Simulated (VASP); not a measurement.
Write the native input for VASP 6.6.1 that does the following.

| Property | Result |
| --- | --- |
| Task | single point |
| Functional | PBE |
| Potentials or basis | VASP PAW PBE potentials, release 64 (Cs_sv, Sn_d, I) |
| Cutoff | 520 eV |
| k mesh | 6 × 6 × 6 |
| Occupations | gaussian, width 0.02 eV |
| Spin | no spin polarisation |
| Dipole correction | no |
| Further INCAR settings | ALGO = Normal; EDIFF = 1e-06; NBANDS = 30 |

The structure of CsSnI3 lies in POSCAR:

```
CsSnI3
1.0
    6.2196984345      0.0000000000      0.0000000000
    0.0000000000      6.2196984345      0.0000000000
    0.0000000000      0.0000000000      6.2196984345
Cs Sn I
1 1 3
Direct
    0.0000000000      0.0000000000      0.0000000000
    0.5000000000      0.5000000000      0.5000000000
    0.0000000000      0.5000000000      0.5000000000
    0.5000000000      0.0000000000      0.5000000000
    0.5000000000      0.5000000000      0.0000000000
```

This cell differs from its parent crystal: volume scaled by 0.97.

These files were run (other wordings do the same):

INCAR

```
  ALGO = Normal
  EDIFF = 1E-6
  ENCUT = 520
  GGA = PE
  ISIF = 2
  ISMEAR = 0
  LASPH = True
  LCHARG = False
  LREAL = False
  LWAVE = False
  NBANDS = 30
  NELM = 80
  PREC = Accurate
  SIGMA = 0.02
```

KPOINTS

```
k-points
0
Gamma
  6 6 6
```

Potentials or basis: VASP PAW PBE potentials, release 64 (Cs_sv, Sn_d, I).

Launch:

```bash
$ cat potpaw_PBE.64/Cs_sv/POTCAR potpaw_PBE.64/Sn_d/POTCAR potpaw_PBE.64/I/POTCAR > POTCAR
$ mpirun -np 1 vasp_std > vasp.out
```

Results of the run:

| Item | Value |
| --- | --- |
| Pressure | 0.5 GPa |
| Band gap on the k mesh | 0.34 eV, direct |

Caveat: spin-orbit coupling is left out, which moves the levels of the heavy elements.

Wall time 3.9 min on 1 thread of Oxide Virtual Turin-like Processor (shared host), peak memory 0.37 GiB.
